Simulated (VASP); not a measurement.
Set up this calculation in VASP 6.6.1, as the native input.

* Task: single point
* Functional: PBEsol
* Potentials or basis: VASP PAW PBE potentials, release 64 (Ga_d, N)
* Cutoff: 520 eV
* k mesh: 10 × 10 × 10
* Occupations: gaussian, width 0.02 eV
* Spin: no spin polarisation
* Dipole correction: no
* Further INCAR settings: ALGO = Normal; EDIFF = 1e-07; NBANDS = 16

The structure of GaN lies in POSCAR:

```
GaN
1.0
    0.0000000000      2.2491150753      2.2491150753
    2.2491150753      0.0000000000      2.2491150753
    2.2491150753      2.2491150753      0.0000000000
Ga N
1 1
Direct
    0.0000000000      0.0000000000      0.0000000000
    0.2500000000      0.2500000000      0.2500000000
```

One way to write it, as run:

INCAR

```
PREC = Accurate
ENCUT = 520
EDIFF = 1E-7
ISMEAR = 0
SIGMA = 0.02
LREAL = F
LASPH = T
NELM = 100
ALGO = Normal
ISIF = 2
LWAVE = F
LCHARG = T
GGA = PS
LELF = T
LVHAR = T
NBANDS = 16
```

KPOINTS

```
regular mesh
0
Gamma
  10 10 10
```

Potentials or basis: VASP PAW PBE potentials, release 64 (Ga_d, N).

Run with:

```bash
$ cat potpaw_PBE.64/Ga_d/POTCAR potpaw_PBE.64/N/POTCAR > POTCAR
$ mpirun -np 1 vasp_std > vasp.out
```

Results of the run:

- Pressure: -0.2 GPa
- Band gap on the k mesh: 1.72 eV, direct

Caveat: the PAW data sets were made with another functional, which shifts forces and pressure a little.

It took 6.3 s on 1 thread of Intel(R) Xeon(R) 6975P-C (Granite Rapids), on a shared host, peak memory 0.14 GiB.
